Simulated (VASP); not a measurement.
# Ta (I4_1/amd) in VASP: a series of runs

The runs below take Ta through relaxation of cell and atoms, with LDA.

Program: VASP 6.6.1. These are calculated values, not measurements. Logs are shortened: lines on timing, memory, paths and dates and some standing lists are left out, and cuts for length are marked.

**1. The cell of the first run**

Symmetry: I4_1/amd, No. 141, tetragonal system. Conventional cell: a = 4.992 Å, b = 4.992 Å, c = 2.687 Å, α = 90.00°, β = 90.00°, γ = 90.00°. Ta (site symmetry -4m2) has 10 Ta at 2.58 to 3.21 Å within 3.4 Å.

**2. Relaxation of cell and atoms, LDA, target pressure 21 GPa, at which the enthalpy is minimised**

Contents of INCAR:

```
PREC = Accurate
ENCUT = 600
EDIFF = 1E-7
ISMEAR = -1
SIGMA = 0.08
LREAL = False
LASPH = True
NELM = 80
ALGO = Normal
ISIF = 3
LWAVE = False
LCHARG = False
GGA = CA
IBRION = 2
NSW = 32
EDIFFG = -0.005
PSTRESS = 210.0
```

Contents of KPOINTS:

```
regular mesh
0
Gamma
  16 16 16
```

Contents of POSCAR:

```
Ta
1.0
   -2.4957534489      2.4957534489      1.3436318329
    2.4957534489     -2.4957534489      1.3436318329
    2.4957534489      2.4957534489     -1.3436318329
Ta
2
Direct
   -0.3750000000     -0.1250000000     -0.2500000000
    0.3750000000      0.1250000000      0.2500000000
```

Potentials or basis: VASP PAW LDA potentials, release 64 (Ta_pv).

Started as:

```sh
> cat potpaw_LDA.64/Ta_pv/POTCAR > POTCAR
> mpirun -np 1 vasp_std > vasp.out
```

OUTCAR:

```text
PREC = Accurate
   ENCUT = 600
   EDIFF = 1E-7
   ISMEAR = -1
   LREAL = False
   LASPH = True
   NELM = 80
   ISIF = 3
   GGA = CA
   IBRION = 2
   NSW = 32
   EDIFFG = -0.005
   PSTRESS = 210.0

 ion  position               nearest neighbor table
   1  0.625  0.875  0.750-   2 2.58   2 2.58   2 2.58   2 2.58   2 3.21   2 3.21   2 3.21   2 3.21

   2  0.375  0.125  0.250-   1 2.58   1 2.58   1 2.58   1 2.58   1 3.21   1 3.21   1 3.21   1 3.21

  LATTYP: Found a body centered tetragonal cell.
 ALAT       =     4.9915068978
 C/A-ratio  =     0.5383672147

  Lattice vectors:

 A1 = (  -2.4957534489,   2.4957534489,   1.3436318329)
 A2 = (   2.4957534489,  -2.4957534489,   1.3436318329)
 A3 = (   2.4957534489,   2.4957534489,  -1.3436318329)

Analysis of symmetry for initial positions (statically):
=====================================================================
 Subroutine PRICEL returns:
 Original cell was already a primitive cell.

 Routine SETGRP: Setting up the symmetry group for a
 body centered tetragonal supercell.

 Subroutine GETGRP returns: Found 16 space group operations
 (whereof  4 operations were pure point group operations)
 out of a pool of 16 trial point group operations.

The static configuration has the point symmetry C_2h.
 The point group associated with its full space group is D_4h.

Analysis of symmetry for dynamics (positions and initial velocities):
=====================================================================
 Subroutine PRICEL returns:
 Original cell was already a primitive cell.

 Routine SETGRP: Setting up the symmetry group for a
 body centered tetragonal supercell.

 Subroutine GETGRP returns: Found 16 space group operations
 (whereof  4 operations were pure point group operations)
 out of a pool of 16 trial point group operations.

The dynamic configuration has the point symmetry C_2h.
 The point group associated with its full space group is D_4h.

 Subroutine INISYM returns: Found 16 space group operations
 (whereof  4 operations are pure point group operations),
 and found     1 'primitive' translations

----------------------------------------------------------------------------------------

                                     Primitive cell

  volume of cell :      33.4768

  direct lattice vectors                    reciprocal lattice vectors
    -2.495753449  2.495753449  1.343631833     0.000000000  0.200340302  0.372125747
     2.495753449 -2.495753449  1.343631833     0.200340302  0.000000000  0.372125747
     2.495753449  2.495753449 -1.343631833     0.200340302  0.200340302  0.000000000

  length of vectors
     3.776627736  3.776627736  3.776627736     0.422627269  0.422627269  0.283323972

  position of ions in fractional coordinates (direct lattice)
     0.625000000  0.875000000  0.750000000
     0.375000000  0.125000000  0.250000000

  ion indices of the primitive-cell ions
   primitive index   ion index
                 1           1
                 2           2

----------------------------------------------------------------------------------------

 KPOINTS: regular mesh

Automatic generation of k-mesh.
 Grid dimensions read from file:
 generate k-points for:   16   16   16

 Generating k-lattice:

  Cartesian coordinates                     Fractional coordinates (reciprocal lattice)
     0.000000000  0.012521269  0.023257859     0.062500000  0.000000000 -0.000000000
     0.012521269  0.000000000  0.023257859     0.000000000  0.062500000 -0.000000000
     0.012521269  0.012521269  0.000000000     0.000000000  0.000000000  0.062500000

  Length of vectors
     0.026414204  0.026414204  0.017707748

  Shift w.r.t. Gamma in fractional coordinates (k-lattice)
     0.000000000  0.000000000  0.000000000

 Subroutine IBZKPT returns following result:
 ===========================================

 Found    349 irreducible k-points:

 Following reciprocal coordinates:
            Coordinates               Weight
  0.000000  0.000000  0.000000      1.000000
  0.062500  0.000000  0.000000      8.000000
  0.125000  0.000000  0.000000      8.000000
  0.187500 -0.000000  0.000000      8.000000
  0.250000  0.000000  0.000000      8.000000
  0.312500  0.000000  0.000000      8.000000
[... 16 lines left out ...]
 -0.125000  0.062500  0.000000     16.000000
 -0.062500  0.062500  0.000000      4.000000
 [... further k-points ...]
   k-points           NKPTS =    349   k-points in BZ     NKDIM =    349   number of bands    NBANDS=     15
   number of dos      NEDOS =    301   number of ions     NIONS =      2
   total plane-waves  NPLWV =  27000
   dimension x,y,z NGX =    30 NGY =   30 NGZ =   30
   dimension x,y,z NGXF=    60 NGYF=   60 NGZF=   60
   ions per type =               2
   NGX,Y,Z   is equivalent  to a cutoff of  13.21, 13.21, 13.21 a.u.
   NGXF,Y,Z  is equivalent  to a cutoff of  26.41, 26.41, 26.41 a.u.
 SYSTEM =  unknown system
   PREC   = accura    normal or accurate (medium, high low for compatibility)
   ISTART =      0    job   : 0-new  1-cont  2-samecut
   ICHARG =      2    charge: 1-file 2-atom 10-const
   ISPIN  =      1    spin polarized calculation?
   LNONCOLLINEAR =      F non collinear calculations
   LSORBIT =      F    spin-orbit coupling
   LASPH  =      T    aspherical Exc in radial PAW
   ENCUT  =  600.0 eV  44.10 Ry    6.64 a.u.   7.54  7.54  7.54*2*pi/ulx,y,z
   NELM   =     80;   NELMIN=  2; NELMDL= -5     # of ELM steps
   EDIFF  = 0.1E-06   stopping-criterion for ELM
   LREAL  =      F    real-space projection
   EDIFFG = -.5E-02   stopping-criterion for IOM
   NSW    =     32    number of steps for IOM
   IBRION =      2    ionic relax: 0-MD 1-quasi-New 2-CG
   NFREE  =      1    steps in history (QN), initial steepest desc. (CG)
   ISIF   =      3    stress and relaxation
   ISYM   =      2    0-nonsym 1-usesym 2-fastsym
   POTIM  = 0.5000    time-step for ionic-motion
   TEBEG  =    0.0;   TEEND  =   0.0 temperature during run
   PSTRESS=  210.0 pullay stress
   NELECT =      22.0000    total number of electrons
   NUPDOWN=      -1.0000    fix difference up-down
   EMIN   =  10.00;   EMAX   =-10.00  energy-range for DOS
   EFERMI =   0.00;   METHOD = LEGACY
   ISMEAR =    -1;   SIGMA  =   0.08  broadening in eV -4-tet -1-fermi 0-gaus
   EFERMI_NEDOS =   21; number of points for ismear=-14 and -15
   IALGO  =     38    algorithm
   IMIX   =      4    mixing-type and parameters
     AMIX     =   0.40;   BMIX     =  1.00
     AMIX_MAG =   1.60;   BMIX_MAG =  1.00
  volume/ion in A,a.u.               =      16.74       112.96
  Fermi-wavevector in a.u.,A,eV,Ry     =   1.423316  2.689676 27.563050  2.025827
  Thomas-Fermi vector in A             =   2.543926
   LORBIT       =      0    0 simple, 1 ext, 2 COOP (PROOUT), +10 PAW based schemes
   GGA     = CA    functional components
   LHFCALC =     F    Hartree Fock is set to
   AEXX    =    0.0000 exact exchange contribution
   IVDW    =     0    specifies the selected vdW correction
   LEPSILON=     F    determine dielectric tensor
   LRPA    =     F    only Hartree local field effects (RPA)
 conjugate gradient relaxation of ions
 non-spin polarized calculation
  energy-cutoff  :      600.00
  volume of cell :       33.48
 maximum number of plane-waves:      1137
   NGX = 15   NGY = 15   NGZ = 15

--------------------------------------- Ionic step        1  -------------------------------------------

 number of electron      22.0000001 magnetization

 Free energy of the ion-electron system (eV)
  ---------------------------------------------------
  ext. energy  EPLUGINS =         0.00000000
  ---------------------------------------------------
  free energy    TOTEN  =       -23.91368923 eV

  energy without entropy =      -23.87269186  energy(sigma->0) =      -23.89319054

------------------------ aborting loop because EDIFF is reached ----------------------------------------

  FORCE on cell =-STRESS in cart. coord.  units (eV):
  Direction    XX          YY          ZZ          XY          YZ          ZX
  --------------------------------------------------------------------------------------
  -------------------------------------------------------------------------------------
  Total        4.6266168      4.6266168      4.6291964      0.0000000     -0.0000000      0.0000000
  in kB      221.4269518    221.4269518    221.5504076      0.0000000     -0.0000000      0.0000000
  external PRESSURE =      11.4681038 kB  Pullay stress =     210.0000000 kB
[... 137 lines left out ...]
  enthalpy is  TOTEN    =       -19.5263614449 eV   P V=        4.4069579545

--------------------------------------- Ionic step        5  -------------------------------------------

 number of electron      22.0000001 magnetization

 Free energy of the ion-electron system (eV)
  ---------------------------------------------------
  ext. energy  EPLUGINS =         0.00000000
  ---------------------------------------------------
  free energy    TOTEN  =       -23.93341813 eV

  energy without entropy =      -23.89237397  energy(sigma->0) =      -23.91289605

 E-fermi :   6.4125     XC(G=0): -13.0715

 val. band max:        6.4084916487   @ k =   0.1250   0.0625  -0.0000
 cond. band min:       6.4129486121   @ k =  -0.1250   0.3750   0.0625
 fundamental gap:      0.0044569634
 Fermi energy:         6.4124778741

 k-point     1 :       0.0000    0.0000    0.0000
  band No.  band energies     occupation
      1     -28.1990      2.00000
      2     -28.1990      2.00000
      3     -26.5730      2.00000
      4     -26.5524      2.00000
      5     -26.5524      2.00000
      6     -26.5521      2.00000
      7      -1.9651      2.00000
      8       1.0652      2.00000
      9       3.4598      2.00000
     10       3.7476      2.00000
     11       4.9567      2.00000
     12       9.8142      0.00000
     13       9.8142      0.00000
     14       9.9468      0.00000
     15       9.9468      0.00000
[... 397 lines left out ...]
 k-point    24 :      -0.0625    0.0625    0.0000
  band No.  band energies     occupation
      1     -28.1874      2.00000
      2     -28.1862      2.00000
      3     -26.6306      2.00000
      4     -26.5735      2.00000
      5     -26.5507      2.00000
      6     -26.5120      2.00000
      7      -1.8849      2.00000
      8       1.1295      2.00000
      9       3.5070      2.00000
     10       3.7170      2.00000
     11       4.9212      2.00000
     12       9.8469      0.00000
     13       9.8766      0.00000
     14       9.9975      0.00000
     15      10.0084      0.00000

 [... further k-points ...]

------------------------ aborting loop because EDIFF is reached ----------------------------------------

  FORCE on cell =-STRESS in cart. coord.  units (eV):
  Direction    XX          YY          ZZ          XY          YZ          ZX
  --------------------------------------------------------------------------------------
  -------------------------------------------------------------------------------------
  Total        4.4080326      4.4080326      4.4132606      0.0000000      0.0000000      0.0000000
  in kB      210.0465986    210.0465986    210.2957153      0.0000000      0.0000000      0.0000000
  external PRESSURE =       0.1296375 kB  Pullay stress =     210.0000000 kB
[... 17 lines left out ...]
  FREE ENERGIE OF THE ION-ELECTRON SYSTEM (eV)
  ---------------------------------------------------
  free  energy   TOTEN  =       -23.9334181347 eV

  energy  without entropy=      -23.8923739692  energy(sigma->0) =      -23.91289605

  enthalpy is  TOTEN    =       -19.5263634039 eV   P V=        4.4070547308

 reached required accuracy - stopping structural energy minimisation
```

It took 9.9 min on 1 thread of Intel Xeon Platinum 8259CL at 2.50GHz (Skylake/Cascade Lake), shared host; peak memory 0.31 GiB.

Results:

```yaml
Free_energy: -23.9334 eV
Relaxed_volume: 16.81 Å³/atom
Relaxed_cell: a = 3.782 Å, b = 3.782 Å, c = 3.782 Å, α = 97.27°, β = 97.27°, γ = 138.33°
Space_group_after_relaxing_to_0.1_Å: I4_1/amd (No. 141)
Energy_change_on_relaxing_the_run_minimises_the_enthalpy: -9.9 meV/atom
Ionic_steps: 5
Pressure_after_relaxing: 21.0 GPa
Band_gap_on_the_k_mesh: zero (bands 11 and 12 overlap by 1.71 eV)
```

The path:
```csv
step,energy change (eV),largest force (eV/Å),pressure (GPa),volume (Å³)
1,0.0000,0.0000,22.15,33.48
2,-0.0726,0.0000,17.74,34.06
3,-0.0200,0.0000,20.99,33.63
4,-0.0196,0.0000,21.01,33.62
5,-0.0197,0.0000,21.01,33.62
```

Final structure:
```
Ta
1.0
    -2.49968    2.49968    1.34527
     2.49968   -2.49968    1.34527
     2.49968    2.49968   -1.34527
Ta
2
Cartesian
  2.4997 1.2498 1.0090
  0.0000 1.2498 0.3363
```

Caveat: the cell is relaxed towards a set pressure, so the run minimises the enthalpy, not the energy; spin-orbit coupling is left out, which moves the levels of the heavy elements.

**3. Relaxation of cell and atoms, LDA, target pressure 21 GPa, at which the enthalpy is minimised**

Contents of INCAR:

```
  PREC = Accurate
  ENCUT = 600
  EDIFF = 1E-7
  ISMEAR = -1
  SIGMA = 0.08
  LREAL = False
  LASPH = True
  NELM = 100
  ALGO = Normal
  ISIF = 3
  LWAVE = False
  LCHARG = False
  IBRION = 2
  NSW = 60
  EDIFFG = -0.005
  PSTRESS = 210.0
```

Contents of KPOINTS:

```
Automatic mesh
0
Gamma
  16 16 16
```

Contents of POSCAR:

```
Ta
1.0
   -2.4787222989      2.4787222989      1.3632972644
    2.4787222989     -2.4787222989      1.3632972644
    2.4787222989      2.4787222989     -1.3632972644
Ta
2
Direct
   -0.3750000000     -0.1250000000     -0.2500000000
    0.3750000000      0.1250000000      0.2500000000
```

Potentials or basis: VASP PAW LDA potentials, release 64 (Ta_pv).

Started as:

```sh
> cat potpaw_LDA.64/Ta_pv/POTCAR > POTCAR
> mpirun -np 1 vasp_std > vasp.out
```

OUTCAR:

```text
PREC = Accurate
   ENCUT = 600
   EDIFF = 1E-7
   ISMEAR = -1
   LREAL = False
   LASPH = True
   NELM = 100
   ISIF = 3
   IBRION = 2
   NSW = 60
   EDIFFG = -0.005
   PSTRESS = 210.0

 ion  position               nearest neighbor table
   1  0.625  0.875  0.750-   2 2.57   2 2.57   2 2.57   2 2.57   2 3.21   2 3.21   2 3.21   2 3.21

   2  0.375  0.125  0.250-   1 2.57   1 2.57   1 2.57   1 2.57   1 3.21   1 3.21   1 3.21   1 3.21

  LATTYP: Found a body centered tetragonal cell.
 ALAT       =     4.9574445978
 C/A-ratio  =     0.5500000000

  Lattice vectors:

 A1 = (  -2.4787222989,   2.4787222989,   1.3632972644)
 A2 = (   2.4787222989,  -2.4787222989,   1.3632972644)
 A3 = (   2.4787222989,   2.4787222989,  -1.3632972644)

Analysis of symmetry for initial positions (statically):
[... 347 lines left out ...]
      2     -28.2000      2.00000
      3     -26.5746      2.00000
      4     -26.5540      2.00000
      5     -26.5540      2.00000
      6     -26.5537      2.00000
      7      -1.9657      2.00000
      8       1.0651      2.00000
      9       3.4592      2.00000
     10       3.7468      2.00000
     11       4.9558      2.00000
     12       9.8129      0.00000
     13       9.8129      0.00000
     14       9.9454      0.00000
[... 401 lines left out ...]
      2     -28.1872      2.00000
      3     -26.6322      2.00000
      4     -26.5751      2.00000
      5     -26.5523      2.00000
      6     -26.5136      2.00000
      7      -1.8856      2.00000
      8       1.1294      2.00000
      9       3.5064      2.00000
     10       3.7162      2.00000
     11       4.9204      2.00000
     12       9.8455      0.00000
     13       9.8753      0.00000
     14       9.9961      0.00000
     15      10.0070      0.00000

 [... further k-points ...]

------------------------ aborting loop because EDIFF is reached ----------------------------------------

  FORCE on cell =-STRESS in cart. coord.  units (eV):
  Direction    XX          YY          ZZ          XY          YZ          ZX
  --------------------------------------------------------------------------------------
  -------------------------------------------------------------------------------------
  Total        4.4022799      4.4022799      4.4071239      0.0000000      0.0000000      0.0000000
  in kB      209.7465816    209.7465816    209.9773702      0.0000000      0.0000000      0.0000000
  external PRESSURE =      -0.1764889 kB  Pullay stress =     210.0000000 kB
[... 21 lines left out ...]
  energy  without entropy=      -23.8929140713  energy(sigma->0) =      -23.91343711

  enthalpy is  TOTEN    =       -19.5263613261 eV   P V=        4.4075988293

 reached required accuracy - stopping structural energy minimisation
```

OSZICAR:

```text
N       E                     dE             d eps       ncg     rms          rms(c)
DAV:   1     0.174577553417E+03    0.17458E+03   -0.14323E+04 10470   0.171E+03
DAV:   2    -0.207276731367E+02   -0.19531E+03   -0.19321E+03 12794   0.424E+02
[... 41 lines left out ...]
DAV:   1    -0.239471441711E+02   -0.55961E-01   -0.46409E-01 10477   0.802E+00    0.983E-01
DAV:   2    -0.239365580303E+02    0.10586E-01   -0.18932E-02 11604   0.142E+00    0.373E-01
DAV:   3    -0.239339184401E+02    0.26396E-02   -0.89974E-03 12668   0.938E-01    0.138E-01
DAV:   4    -0.239339564808E+02   -0.38041E-04   -0.18556E-04 12178   0.123E-01    0.583E-02
DAV:   5    -0.239339599816E+02   -0.35009E-05   -0.66496E-05 13018   0.792E-02    0.227E-02
DAV:   6    -0.239339601654E+02   -0.18371E-06   -0.49662E-06 12024   0.205E-02    0.392E-03
DAV:   7    -0.239339601554E+02    0.99622E-08   -0.11565E-07 10002   0.299E-03
   5 F= -.19526361E+02 E0= -.19505838E+02  d E =-.458859E-03
```

Run time: 12 min. Hardware: 1 thread of Intel Xeon Platinum 8259CL at 2.50GHz (Skylake/Cascade Lake), shared host; peak memory 0.31 GiB.

What came out:

* Free energy: -23.9340 eV
* Relaxed volume: 16.81 Å³/atom
* Relaxed cell: a = 3.783 Å, b = 3.783 Å, c = 3.783 Å, α = 97.27°, β = 97.27°, γ = 138.33°
* Space group after relaxing (to 0.1 Å): I4_1/amd (No. 141)
* Energy change on relaxing (the run minimises the enthalpy): -12.5 meV/atom
* Ionic steps: 5
* Pressure after relaxing: 21.0 GPa
* Band gap on the k mesh: zero (bands 11 and 12 overlap by 1.71 eV)

The path:
| step | energy change (eV) | largest force (eV/Å) | pressure (GPa) | volume (Å³) |
| --- | --- | --- | --- | --- |
| 1 | 0.0000 | 0.0000 | 21.71 | 33.50 |
| 2 | -0.0530 | 0.0000 | 19.35 | 33.86 |
| 3 | -0.0407 | 0.0000 | 20.01 | 33.75 |
| 4 | 0.0178 | 0.0000 | 23.45 | 33.32 |
| 5 | -0.0249 | 0.0000 | 20.98 | 33.63 |

Final structure:
```cif
data_structure
_symmetry_space_group_name_H-M 'P 1'
_symmetry_Int_Tables_number 1
_cell_length_a 3.7826
_cell_length_b 3.7826
_cell_length_c 3.7826
_cell_angle_alpha 97.267
_cell_angle_beta 97.267
_cell_angle_gamma 138.332
_cell_volume 33.63
loop_
_atom_site_label
_atom_site_type_symbol
_atom_site_fract_x
_atom_site_fract_y
_atom_site_fract_z
_atom_site_occupancy
Ta1 Ta 0.62500 0.87500 0.75000 1
Ta2 Ta 0.37500 0.12500 0.25000 1
```

Levels at points of the mesh, in eV from the Fermi level:
| k point | band 7 | band 8 | band 9 | band 10 | band 11 | band 12 | band 13 | band 14 | band 15 |
| --- | --- | --- | --- | --- | --- | --- | --- | --- | --- |
| (0.00, 0.00, 0.00) | -8.38 | -5.35 | -2.95 | -2.66 | -1.46 | 3.40 | 3.40 | 3.53 | 3.53 |
| (0.50, 0.00, 0.00) | -4.52 | -4.35 | -2.59 | -1.57 | 0.63 | 0.93 | 1.08 | 3.28 | 4.86 |
| (0.50, 0.50, 0.00) | -4.79 | -4.79 | -2.07 | -2.07 | 0.00 | 0.00 | 1.66 | 1.66 | 4.93 |
| (0.50, 0.50, 0.50) | -4.66 | -4.66 | -1.37 | -1.37 | 0.34 | 0.34 | 2.52 | 2.52 | 4.36 |

Caveat: the cell is relaxed towards a set pressure, so the run minimises the enthalpy, not the energy; spin-orbit coupling is left out, which moves the levels of the heavy elements.
